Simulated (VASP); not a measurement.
# Yb3NbN4 (R-3m) in VASP: single point with PBE

Aim: the single point of Yb3NbN4 with PBE.

Everything below comes from runs of VASP 6.6.1. Logs are shortened: lines on timing, memory, paths and dates and some standing lists are left out, and cuts for length are marked.

### 1 The cell of the first run

The typed cell holds 8 atoms: a = 4.663 Å, b = 4.663 Å, c = 4.663 Å, α = 89.98°, β = 89.98°, γ = 89.98°.

The cell was built from a structure type or drawn by symmetry, and may not be a known phase.

### 2 Single point, PBE, collinear spin, ferromagnetic start

INCAR reads:

```
PREC = Accurate
ENCUT = 520
EDIFF = 1E-7
ISMEAR = 0
SIGMA = 0.15
LREAL = F
LASPH = T
NELM = 150
ALGO = Normal
ISIF = 2
LWAVE = F
LCHARG = F
ISPIN = 2
MAGMOM = 1 1 1 0 0 0 0 0
LORBIT = 11
LMAXMIX = 6
GGA = PE
NBANDS = 66
```

KPOINTS reads:

```
regular mesh
0
Gamma
  3 3 3
```

POSCAR reads:

```
Yb3NbN4
1.0
    3.2963227307      1.9031328147      2.6930265958
   -3.2963227307      1.9031328147      2.6930265958
    0.0000000000     -3.8062656330      2.6930265932
Yb Nb N
3 1 4
Direct
    0.0000000000      0.0000000000      0.5000000000
    0.5000000000      0.0000000000      0.0000000000
    0.0000000000      0.5000000000      0.0000000000
    0.5000000000      0.5000000000      0.5000000000
    0.5000000000      0.5000000000      0.0000000000
    0.0000000000      0.5000000000      0.5000000000
    0.5000000000      0.0000000000      0.5000000000
    0.0000000000      0.0000000000      0.0000000000
```

Potentials or basis: VASP PAW PBE potentials, release 64 (Yb, Nb_sv, N).

Started as:

```
> cat potpaw_PBE.64/Yb/POTCAR potpaw_PBE.64/Nb_sv/POTCAR potpaw_PBE.64/N/POTCAR > POTCAR
> mpirun -np 1 vasp_std > vasp.out
```

OUTCAR:

```text
PREC = Accurate
   ENCUT = 520
   EDIFF = 1E-7
   ISMEAR = 0
   LREAL = F
   LASPH = T
   NELM = 150
   ISIF = 2
   ISPIN = 2
   LORBIT = 11
   GGA = PE

 ion  position               nearest neighbor table
   1  0.000  0.000  0.500-   8 2.33   8 2.33   6 2.33   7 2.33   6 2.33   7 2.33   3 3.30   3 3.30
                             2 3.30   2 3.30   4 3.30   4 3.30   3 3.30   2 3.30   3 3.30   2 3.30
   2  0.500  0.000  0.000-   7 2.33   7 2.33   8 2.33   5 2.33   5 2.33   8 2.33   4 3.30   4 3.30
                             1 3.30   1 3.30   3 3.30   3 3.30   4 3.30   1 3.30   4 3.30   1 3.30
   3  0.000  0.500  0.000-   6 2.33   6 2.33   8 2.33   5 2.33   8 2.33   5 2.33   1 3.30   4 3.30
                             4 3.30   1 3.30   2 3.30   2 3.30   4 3.30   1 3.30   1 3.30   4 3.30
   4  0.500  0.500  0.500-   5 2.33   5 2.33   7 2.33   6 2.33   7 2.33   6 2.33   2 3.30   3 3.30
                             3 3.30   2 3.30   1 3.30   1 3.30   3 3.30   2 3.30   2 3.30   3 3.30
   5  0.500  0.500  0.000-   4 2.33   4 2.33   2 2.33   3 2.33   2 2.33   3 2.33
   6  0.000  0.500  0.500-   3 2.33   3 2.33   4 2.33   1 2.33   1 2.33   4 2.33
   7  0.500  0.000  0.500-   2 2.33   2 2.33   4 2.33   1 2.33   4 2.33   1 2.33
   8  0.000  0.000  0.000-   1 2.33   1 2.33   3 2.33   2 2.33   3 2.33   2 2.33

  LATTYP: Found a trigonal (rhomboedric) cell.
 ALAT       =     4.6626226848
 COS(alpha) =     0.0003938910

  Lattice vectors:

 A1 = (   3.2963227307,   1.9031328147,   2.6930265958)
 A2 = (  -3.2963227307,   1.9031328147,   2.6930265958)
 A3 = (   0.0000000000,  -3.8062656330,   2.6930265932)

Analysis of symmetry for initial positions (statically):
=====================================================================
 Subroutine PRICEL returns:
 Original cell was already a primitive cell.

 Routine SETGRP: Setting up the symmetry group for a
 trigonal (rhombohedral) supercell.

 Subroutine GETGRP returns: Found 12 space group operations
 (whereof 12 operations were pure point group operations)
 out of a pool of 12 trial point group operations.

The static configuration has the point symmetry D_3d.

Analysis of symmetry for dynamics (positions and initial velocities):
=====================================================================
 Subroutine PRICEL returns:
 Original cell was already a primitive cell.

 Routine SETGRP: Setting up the symmetry group for a
 trigonal (rhombohedral) supercell.

 Subroutine GETGRP returns: Found 12 space group operations
 (whereof 12 operations were pure point group operations)
 out of a pool of 12 trial point group operations.

The dynamic configuration has the point symmetry D_3d.

Analysis of structural, dynamic, and magnetic symmetry:
=====================================================================
 Subroutine PRICEL returns:
 Original cell was already a primitive cell.

 Routine SETGRP: Setting up the symmetry group for a
 trigonal (rhombohedral) supercell.

 Subroutine GETGRP returns: Found 12 space group operations
 (whereof 12 operations were pure point group operations)
 out of a pool of 12 trial point group operations.

The overall configuration has the point symmetry D_3d.

 Subroutine INISYM returns: Found 12 space group operations
 (whereof 12 operations are pure point group operations),
 and found     1 'primitive' translations

----------------------------------------------------------------------------------------

                                     Primitive cell

  volume of cell :     101.3656

  direct lattice vectors                    reciprocal lattice vectors
     3.296322731  1.903132815  2.693026596     0.151684177  0.087574900  0.123776473
    -3.296322731  1.903132815  2.693026596    -0.151684177  0.087574900  0.123776473
     0.000000000 -3.806265633  2.693026593     0.000000000 -0.175149801  0.123776473

  length of vectors
     4.662622685  4.662622685  4.662622685     0.214471602  0.214471602  0.214471602

  position of ions in fractional coordinates (direct lattice)
     0.000000000  0.000000000  0.500000000
     0.500000000  0.000000000  0.000000000
     0.000000000  0.500000000  0.000000000
     0.500000000  0.500000000  0.500000000
     0.500000000  0.500000000  0.000000000
[... 60 lines left out ...]
   ICHARG =      2    charge: 1-file 2-atom 10-const
   ISPIN  =      2    spin polarized calculation?
   LNONCOLLINEAR =      F non collinear calculations
   LSORBIT =      F    spin-orbit coupling
   LASPH  =      T    aspherical Exc in radial PAW
   ENCUT  =  520.0 eV  38.22 Ry    6.18 a.u.   8.67  8.67  8.67*2*pi/ulx,y,z
   NELM   =    150;   NELMIN=  2; NELMDL= -5     # of ELM steps
   EDIFF  = 0.1E-06   stopping-criterion for ELM
   LREAL  =      F    real-space projection
   EDIFFG = 0.1E-05   stopping-criterion for IOM
   NSW    =      0    number of steps for IOM
   IBRION =     -1    ionic relax: 0-MD 1-quasi-New 2-CG
   NFREE  =      0    steps in history (QN), initial steepest desc. (CG)
   ISIF   =      2    stress and relaxation
   ISYM   =      2    0-nonsym 1-usesym 2-fastsym
   POTIM  = 0.5000    time-step for ionic-motion
   TEBEG  =    0.0;   TEEND  =   0.0 temperature during run
   PSTRESS=    0.0 pullay stress
   NELECT =     105.0000    total number of electrons
   NUPDOWN=      -1.0000    fix difference up-down
   EMIN   =  10.00;   EMAX   =-10.00  energy-range for DOS
   EFERMI =   0.00;   METHOD = LEGACY
   ISMEAR =     0;   SIGMA  =   0.15  broadening in eV -4-tet -1-fermi 0-gaus
   EFERMI_NEDOS =   21; number of points for ismear=-14 and -15
   IALGO  =     38    algorithm
   IMIX   =      4    mixing-type and parameters
     AMIX     =   0.40;   BMIX     =  1.00
     AMIX_MAG =   1.60;   BMIX_MAG =  1.00
  volume/ion in A,a.u.               =      12.67        85.51
  Fermi-wavevector in a.u.,A,eV,Ry     =   1.656435  3.130208 37.331344  2.743776
  Thomas-Fermi vector in A             =   2.744360
   LORBIT       =     11    0 simple, 1 ext, 2 COOP (PROOUT), +10 PAW based schemes
   GGA     = PE    functional components
   LHFCALC =     F    Hartree Fock is set to
   AEXX    =    0.0000 exact exchange contribution
   IVDW    =     0    specifies the selected vdW correction
   LEPSILON=     F    determine dielectric tensor
   LRPA    =     F    only Hartree local field effects (RPA)
 spin polarized calculation
 Gauss-broadening in eV      SIGMA  =   0.15
  energy-cutoff  :      520.00
  volume of cell :      101.37
 maximum number of plane-waves:      2777
 NGX is ok and might be reduce to    36
   NGX = 17   NGY = 17   NGZ = 17

 number of electron     104.9999929 magnetization     -11.0145130

 number of electron     104.9999917 magnetization       0.0100039

 number of electron     104.9999917 magnetization      -0.0040812

 Free energy of the ion-electron system (eV)
  ---------------------------------------------------
  ext. energy  EPLUGINS =         0.00000000
  ---------------------------------------------------
  free energy    TOTEN  =       -64.44553585 eV

  energy without entropy =      -64.37372105  energy(sigma->0) =      -64.40962845

 E-fermi :   5.5260     XC(G=0): -12.6397

 val. band max:        5.4571316079   @ k =   0.0000   0.0000   0.0000
 cond. band min:       5.6444360206   @ k =   0.0000   0.0000   0.0000
 fundamental gap:      0.1873044127
 Fermi energy:         5.5260494560

 spin component 1

 k-point     1 :       0.0000    0.0000    0.0000
  band No.  band energies     occupation
      1     -50.4880      1.00000
      2     -45.2756      1.00000
      3     -45.1908      1.00000
      4     -45.1908      1.00000
      5     -26.4975      1.00000
      6     -26.4975      1.00000
[... 391 lines left out ...]
     63      12.3301      0.00000
     64      12.3311      0.00000
 Fermi energy:         5.5260494560

 spin component 2

 k-point     1 :       0.0000    0.0000    0.0000
  band No.  band energies     occupation
      1     -50.4877      1.00000
      2     -45.2762      1.00000
      3     -45.1914      1.00000
      4     -45.1914      1.00000
      5     -26.4972      1.00000
      6     -26.4972      1.00000
[... 391 lines left out ...]
     63      12.3300      0.00000
     64      12.3311      0.00000
 [bands above 64 left out]

------------------------ aborting loop because EDIFF is reached ----------------------------------------

  FORCE on cell =-STRESS in cart. coord.  units (eV):
  Direction    XX          YY          ZZ          XY          YZ          ZX
  --------------------------------------------------------------------------------------
  -------------------------------------------------------------------------------------
  Total        0.2041842      0.2041842      0.1056142      0.0000000      0.0000000      0.0000000
  in kB        3.2273199      3.2273199      1.6693293      0.0000000      0.0000000      0.0000000
  external PRESSURE =       2.7079897 kB  Pullay stress =       0.0000000 kB

 VOLUME and BASIS-vectors are now :
 -----------------------------------------------------------------------------
  energy-cutoff  :      520.00
  volume of cell :      101.37
      direct lattice vectors                 reciprocal lattice vectors
     3.296322731  1.903132815  2.693026596     0.151684177  0.087574900  0.123776473
    -3.296322731  1.903132815  2.693026596    -0.151684177  0.087574900  0.123776473
     0.000000000 -3.806265633  2.693026593     0.000000000 -0.175149801  0.123776473

 POSITION                                       TOTAL-FORCE (eV/Angst)
 -----------------------------------------------------------------------------------
      0.00000     -1.90313      1.34651        -0.000000      0.000000      0.000000
      1.64816      0.95157      1.34651         0.000000     -0.000000     -0.000000
     -1.64816      0.95157      1.34651        -0.000000      0.000000      0.000000
      0.00000     -0.00000      4.03954         0.000000     -0.000000      0.000000
      0.00000      1.90313      2.69303        -0.000000     -0.000000     -0.000000
     -1.64816     -0.95157      2.69303         0.000000      0.000000      0.000000
      1.64816     -0.95157      2.69303         0.000000      0.000000     -0.000000
      0.00000      0.00000      0.00000         0.000000     -0.000000      0.000000
 -----------------------------------------------------------------------------------
    total drift:                                0.000000      0.000000     -0.000000

  FREE ENERGIE OF THE ION-ELECTRON SYSTEM (eV)
  ---------------------------------------------------
  free  energy   TOTEN  =       -64.4455358509 eV

  energy  without entropy=      -64.3737210477  energy(sigma->0) =      -64.40962845

 total charge

# of ion       s       p       d       f       tot
--------------------------------------------------
    1        2.157   6.192   0.703  13.368  22.420
    2        2.157   6.192   0.703  13.368  22.420
    3        2.157   6.192   0.703  13.368  22.420
    4        2.137   6.026   2.195   0.000  10.358
    5        1.249   2.412   0.000   0.000   3.661
    6        1.249   2.412   0.000   0.000   3.661
    7        1.249   2.412   0.000   0.000   3.661
    8        1.257   2.438   0.000   0.000   3.695
--------------------------------------------------
tot         13.614  34.277   4.303  40.103  92.297

 magnetization (x)

# of ion       s       p       d       f       tot
--------------------------------------------------
    1       -0.000   0.000  -0.000  -0.001  -0.001
    2       -0.000   0.000  -0.000  -0.001  -0.001
    3       -0.000   0.000  -0.000  -0.001  -0.001
    4        0.000   0.000   0.000   0.000   0.000
    5       -0.000  -0.000   0.000   0.000  -0.000
    6       -0.000  -0.000   0.000   0.000  -0.000
    7       -0.000  -0.000   0.000   0.000  -0.000
    8        0.000   0.000   0.000   0.000   0.000
--------------------------------------------------
tot         -0.000  -0.000   0.000  -0.004  -0.003
```

It took 33 min on 1 thread of AMD EPYC 7R43 (Zen 3), shared host; peak memory 0.25 GiB.

What came out:

```
Free energy                                           : -64.4455 eV
Pressure                                              : 0.3 GPa
Net moment                                            : 0.00 μB per cell
Valence electrons inside the program's atomic spheres : Yb 22.42; Nb 10.36; N 3.66, 3.69 (each value once)
```

Levels at points of the mesh, in eV from the Fermi level:
Spin up:
| k point | band 50 | band 51 | band 52 | band 53 | band 54 | band 55 | band 56 | band 57 |
| --- | --- | --- | --- | --- | --- | --- | --- | --- |
| (0.00, 0.00, 0.00) | -0.07 | 0.12 | 0.12 | 0.12 | 0.69 | 0.69 | 0.69 | 1.84 |
Spin down:
```csv
k point,band 50,band 51,band 52,band 53,band 54,band 55,band 56,band 57
"(0.00, 0.00, 0.00)",-0.07,0.12,0.12,0.12,0.69,0.69,0.69,1.84
```

Caveat: the k points lie up to 0.45 Å⁻¹ apart; spin-orbit coupling is left out, which moves the levels of the heavy elements.
